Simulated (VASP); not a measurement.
# Mo in VASP: single point with r2SCAN

Aim: the single point of Mo with r2SCAN.

All numbers are computed with VASP 6.6.1; they aren't measurements. Logs are shortened: lines on timing, memory, paths and dates and some standing lists are left out, and cuts for length are marked.

## (1) The cell of the first run

The cell holds a slab with vacuum, 5 atoms: a = 2.729 Å, b = 2.729 Å, c = 24.912 Å, α = 90.00°, β = 90.00°, γ = 109.47°.

## (2) Single point, r2SCAN

The input, POSCAR:

```
Mo
1.0
    2.7285805364      0.0000000000      0.0000000000
   -0.9095268455      2.5725304004      0.0000000000
    0.0000000000      0.0000000000     24.9115000000
Mo
5
Direct
    0.0000000000      0.0000000000      0.3211366898
    0.5000000000      0.5000000000      0.4105683446
    0.0000000000      0.0000000000      0.5000000000
    0.5000000000      0.5000000000      0.5894316554
    0.0000000000      0.0000000000      0.6788633102
```

The input, INCAR.step1:

```
SYSTEM = Mo
PREC = Accurate
ENCUT = 520
ISMEAR = -1
SIGMA = 0.08
LREAL = .FALSE.
LASPH = .TRUE.
NELM = 100
LDIPOL = .TRUE.
IDIPOL = 3
DIPOL = 0.5 0.5 0.500
NBANDS = 43
GGA = PE
ALGO = Normal
EDIFF = 1E-4
LWAVE = .TRUE.
LCHARG = .FALSE.
```

The input, INCAR.step2:

```
SYSTEM = Mo
PREC = Accurate
ENCUT = 520
EDIFF = 1E-6
ISMEAR = -1
SIGMA = 0.08
LREAL = .FALSE.
LASPH = .TRUE.
NELM = 100
ALGO = Normal
ISIF = 2
LWAVE = .FALSE.
LCHARG = .FALSE.
LDIPOL = .TRUE.
IDIPOL = 3
DIPOL = 0.5 0.5 0.500
METAGGA = R2SCAN
LMIXTAU = .TRUE.
NBANDS = 43
ISTART = 1
```

The input, KPOINTS:

```
regular mesh
0
G
  13 13 1
  0 0 0
```

Potentials or basis: VASP PAW PBE potentials, release 64 (Mo_sv).

On the command line:

```bash
cat potpaw_PBE.64/Mo_sv/POTCAR > POTCAR
cp INCAR.step1 INCAR
mpirun -np 1 vasp_std > vasp.out
cp INCAR.step2 INCAR
mpirun -np 1 vasp_std > vasp.out
```

OUTCAR:

```text
SYSTEM = Mo
   PREC = Accurate
   ENCUT = 520
   EDIFF = 1E-6
   ISMEAR = -1
   LREAL = .FALSE.
   LASPH = .TRUE.
   NELM = 100
   ISIF = 2
   METAGGA = R2SCAN
   ISTART = 1

 ion  position               nearest neighbor table
   1  0.000  0.000  0.321-   2 2.73   2 2.73   2 3.15   2 3.15
   2  0.500  0.500  0.411-   1 2.73   1 2.73   3 2.73   3 2.73   1 3.15   1 3.15   3 3.15   3 3.15

   3  0.000  0.000  0.500-   2 2.73   4 2.73   2 2.73   4 2.73   2 3.15   4 3.15   2 3.15   4 3.15

   4  0.500  0.500  0.589-   5 2.73   5 2.73   3 2.73   3 2.73   5 3.15   5 3.15   3 3.15   3 3.15

   5  0.000  0.000  0.679-   4 2.73   4 2.73   4 3.15   4 3.15

  LATTYP: Found a base centered orthorhombic cell.
 ALAT       =     3.1506934144
 B/A-ratio  =     1.4142135624
 C/A-ratio  =     7.9066721904

  Lattice vectors:

 A1 = (   2.7285805364,   0.0000000000,   0.0000000000)
 A2 = (  -0.9095268455,   2.5725304004,   0.0000000000)
 A3 = (   0.0000000000,   0.0000000000,  24.9115000000)

Analysis of symmetry for initial positions (statically):
=====================================================================
 Subroutine PRICEL returns:
 Original cell was already a primitive cell.

 Routine SETGRP: Setting up the symmetry group for a
 base centered orthorhombic supercell.

 Subroutine GETGRP returns: Found  8 space group operations
 (whereof  8 operations were pure point group operations)
 out of a pool of  8 trial point group operations.

The static configuration has the point symmetry D_2h.

Analysis of symmetry for dynamics (positions and initial velocities):
=====================================================================
 Subroutine PRICEL returns:
 Original cell was already a primitive cell.

 Routine SETGRP: Setting up the symmetry group for a
 base centered orthorhombic supercell.

 Subroutine GETGRP returns: Found  8 space group operations
 (whereof  8 operations were pure point group operations)
 out of a pool of  8 trial point group operations.

The dynamic configuration has the point symmetry D_2h.

 Subroutine INISYM returns: Found  8 space group operations
 (whereof  8 operations are pure point group operations),
 and found     1 'primitive' translations

----------------------------------------------------------------------------------------

                                     Primitive cell

  volume of cell :     174.8627

  direct lattice vectors                    reciprocal lattice vectors
     2.728580536  0.000000000  0.000000000     0.366490923  0.129574109  0.000000000
    -0.909526845  2.572530400  0.000000000     0.000000000  0.388722326  0.000000000
     0.000000000  0.000000000 24.911500000     0.000000000  0.000000000  0.040142103

  length of vectors
     2.728580536  2.728580536 24.911500000     0.388722326  0.388722326  0.040142103

  position of ions in fractional coordinates (direct lattice)
     0.000000000  0.000000000  0.321136690
     0.500000000  0.500000000  0.410568345
     0.000000000  0.000000000  0.500000000
     0.500000000  0.500000000  0.589431655
     0.000000000  0.000000000  0.678863310

  ion indices of the primitive-cell ions
   primitive index   ion index
                 1           1
                 2           2
                 3           3
                 4           4
                 5           5

----------------------------------------------------------------------------------------

 KPOINTS: regular mesh

Automatic generation of k-mesh.
 Grid dimensions read from file:
 generate k-points for:   13   13    1

 Generating k-lattice:

  Cartesian coordinates                     Fractional coordinates (reciprocal lattice)
     0.028191609  0.009967239  0.000000000     0.076923077  0.000000000  0.000000000
     0.000000000  0.029901717  0.000000000     0.000000000  0.076923077  0.000000000
     0.000000000  0.000000000  0.040142103     0.000000000  0.000000000  1.000000000

  Length of vectors
     0.029901717  0.029901717  0.040142103

  Shift w.r.t. Gamma in fractional coordinates (k-lattice)
     0.000000000  0.000000000  0.000000000

 Subroutine IBZKPT returns following result:
 ===========================================

 Found     49 irreducible k-points:

 Following reciprocal coordinates:
            Coordinates               Weight
  0.000000  0.000000  0.000000      1.000000
  0.076923  0.000000  0.000000      4.000000
  0.153846  0.000000  0.000000      4.000000
  0.230769  0.000000  0.000000      4.000000
  0.307692  0.000000  0.000000      4.000000
  0.384615  0.000000  0.000000      4.000000
[... 16 lines left out ...]
  0.384615  0.153846  0.000000      4.000000
  0.461538  0.153846  0.000000      4.000000
 [... further k-points ...]
   k-points           NKPTS =     49   k-points in BZ     NKDIM =     49   number of bands    NBANDS=     43
   number of dos      NEDOS =    301   number of ions     NIONS =      5
   total plane-waves  NPLWV =  76800
   dimension x,y,z NGX =    20 NGY =   20 NGZ =  192
   dimension x,y,z NGXF=    40 NGYF=   40 NGZF=  384
   ions per type =               5
   NGX,Y,Z   is equivalent  to a cutoff of  12.19, 12.19, 12.81 a.u.
   NGXF,Y,Z  is equivalent  to a cutoff of  24.37, 24.37, 25.63 a.u.
 SYSTEM =  Mo
   PREC   = accura    normal or accurate (medium, high low for compatibility)
   ISTART =      1    job   : 0-new  1-cont  2-samecut
   ICHARG =      0    charge: 1-file 2-atom 10-const
   ISPIN  =      1    spin polarized calculation?
   LNONCOLLINEAR =      F non collinear calculations
   LSORBIT =      F    spin-orbit coupling
   LASPH  =      T    aspherical Exc in radial PAW
   ENCUT  =  520.0 eV  38.22 Ry    6.18 a.u.   5.07  5.07 46.32*2*pi/ulx,y,z
   NELM   =    100;   NELMIN=  2; NELMDL=  0     # of ELM steps
   EDIFF  = 0.1E-05   stopping-criterion for ELM
   LREAL  =      F    real-space projection
   EDIFFG = 0.1E-04   stopping-criterion for IOM
   NSW    =      0    number of steps for IOM
   IBRION =     -1    ionic relax: 0-MD 1-quasi-New 2-CG
   NFREE  =      0    steps in history (QN), initial steepest desc. (CG)
   ISIF   =      2    stress and relaxation
   ISYM   =      2    0-nonsym 1-usesym 2-fastsym
   POTIM  = 0.5000    time-step for ionic-motion
   TEBEG  =    0.0;   TEEND  =   0.0 temperature during run
   PSTRESS=    0.0 pullay stress
   NELECT =      70.0000    total number of electrons
   NUPDOWN=      -1.0000    fix difference up-down
   EMIN   =  10.00;   EMAX   =-10.00  energy-range for DOS
   EFERMI =   0.00;   METHOD = LEGACY
   ISMEAR =    -1;   SIGMA  =   0.08  broadening in eV -4-tet -1-fermi 0-gaus
   EFERMI_NEDOS =   21; number of points for ismear=-14 and -15
   IALGO  =     38    algorithm
   IMIX   =      4    mixing-type and parameters
     AMIX     =   0.40;   BMIX     =  1.00
     AMIX_MAG =   1.60;   BMIX_MAG =  1.00
  volume/ion in A,a.u.               =      34.97       236.01
  Fermi-wavevector in a.u.,A,eV,Ry     =   1.206540  2.280030 19.806534  1.455739
  Thomas-Fermi vector in A             =   2.342204
   LORBIT       =      0    0 simple, 1 ext, 2 COOP (PROOUT), +10 PAW based schemes
   METAGGA = R2SCAN    functional components
   LHFCALC =     F    Hartree Fock is set to
   AEXX    =    0.0000 exact exchange contribution
   IVDW    =     0    specifies the selected vdW correction
   LEPSILON=     F    determine dielectric tensor
   LRPA    =     F    only Hartree local field effects (RPA)
 non-spin polarized calculation
  energy-cutoff  :      520.00
  volume of cell :      174.86
 maximum number of plane-waves:      4768
   NGX = 11   NGY = 11   NGZ = 93

 dipolmoment           0.000000      0.000000      0.000000 electrons x Angstroem

 number of electron      69.9999991 magnetization

 dipolmoment           0.000000      0.000000     -0.000000 electrons x Angstroem

 Free energy of the ion-electron system (eV)
  ---------------------------------------------------
  ext. energy  EPLUGINS =         0.00000000
  ---------------------------------------------------
  free energy    TOTEN  =      -127.73702299 eV

  energy without entropy =     -127.64600146  energy(sigma->0) =     -127.69151223

 E-fermi :   3.1358     XC(G=0):  -7.3438

 val. band max:        3.1255671592   @ k =  -0.4615   0.3077   0.0000
 cond. band min:       3.1416169190   @ k =   0.3846   0.3077   0.0000
 fundamental gap:      0.0160497597
 Fermi energy:         3.1358400535

 k-point     1 :       0.0000    0.0000    0.0000
  band No.  band energies     occupation
      1     -60.1541      2.00000
      2     -60.0857      2.00000
      3     -59.9466      2.00000
      4     -59.8214      2.00000
      5     -59.8154      2.00000
      6     -34.0280      2.00000
[... 35 lines left out ...]
     42       4.7734      0.00000
     43       4.9920      0.00000

 k-point     2 :       0.0769    0.0000    0.0000
  band No.  band energies     occupation
      1     -60.1425      2.00000
      2     -60.0763      2.00000
      3     -59.9399      2.00000
      4     -59.8143      2.00000
      5     -59.8089      2.00000
      6     -34.0053      2.00000
[... 35 lines left out ...]
     42       4.7129      0.00000
     43       4.8717      0.00000

 k-point     3 :       0.1538    0.0000    0.0000
  band No.  band energies     occupation
      1     -60.1100      2.00000
      2     -60.0500      2.00000
      3     -59.9218      2.00000
      4     -59.7946      2.00000
      5     -59.7907      2.00000
      6     -33.9415      2.00000
[... 919 lines left out ...]
      6     -33.9891      2.00000
[... 35 lines left out ...]
     42       5.5323      0.00000
     43       5.7726      0.00000

 k-point    24 :       0.4615    0.1538    0.0000
  band No.  band energies     occupation
      1     -59.9031      2.00000
      2     -59.8954      2.00000
      3     -59.8330      2.00000
      4     -59.6748      2.00000
      5     -59.6748      2.00000
      6     -34.0414      2.00000
[... 35 lines left out ...]
     42       5.5421      0.00000
     43       5.9468      0.00000

 [... further k-points ...]

------------------------ aborting loop because EDIFF is reached ----------------------------------------

 vacuum level on the upper side and lower side of the slab       (xc-potential included)        -0.003        -0.003

  FORCE on cell =-STRESS in cart. coord.  units (eV):
  Direction    XX          YY          ZZ          XY          YZ          ZX
  --------------------------------------------------------------------------------------
  -------------------------------------------------------------------------------------
  Total       -4.3072869     -4.0979565     -2.6500580      0.2960379      0.0000000      0.0000000
  in kB      -39.4654634    -37.5474763    -24.2811241      2.7124433      0.0000000      0.0000000
  external PRESSURE =     -33.7646879 kB  Pullay stress =       0.0000000 kB

 VOLUME and BASIS-vectors are now :
 -----------------------------------------------------------------------------
  energy-cutoff  :      520.00
  volume of cell :      174.86
      direct lattice vectors                 reciprocal lattice vectors
     2.728580536  0.000000000  0.000000000     0.366490923  0.129574109  0.000000000
    -0.909526845  2.572530400  0.000000000     0.000000000  0.388722326  0.000000000
     0.000000000  0.000000000 24.911500000     0.000000000  0.000000000  0.040142103

 POSITION                                       TOTAL-FORCE (eV/Angst)
 -----------------------------------------------------------------------------------
      0.00000      0.00000      8.00000         0.000000      0.000000      0.650481
      0.90953      1.28627     10.22787        -0.000000     -0.000000     -0.707836
      0.00000      0.00000     12.45575         0.000000      0.000000      0.000000
      0.90953      1.28627     14.68363         0.000000      0.000000      0.707836
      0.00000      0.00000     16.91150         0.000000      0.000000     -0.650481
 -----------------------------------------------------------------------------------
    total drift:                                0.000000      0.000000      0.000000

  FREE ENERGIE OF THE ION-ELECTRON SYSTEM (eV)
  ---------------------------------------------------
  free  energy   TOTEN  =      -127.7370229931 eV

  energy  without entropy=     -127.6460014616  energy(sigma->0) =     -127.69151223

 vacuum level on the upper side and lower side of the slab         7.789         7.789
```

It took 16 min on 1 thread of Intel Xeon 6975P-C (Granite Rapids), shared host; peak memory 0.45 GiB.

Results:

| Item | Value |
| --- | --- |
| Free energy | -127.7370 eV |
| Largest force | 0.708 eV/Å |
| Band gap on the k mesh | zero (bands 35 and 36 overlap by 2.42 eV) |

Forces in eV/Å, atoms in the order of the input:
```
Mo   0.000  0.000  0.650
Mo   0.000  0.000 -0.708
Mo   0.000  0.000  0.000
Mo   0.000  0.000  0.708
Mo   0.000  0.000 -0.650
```

Caveat: the PAW data sets were made with another functional, which shifts forces and pressure a little.
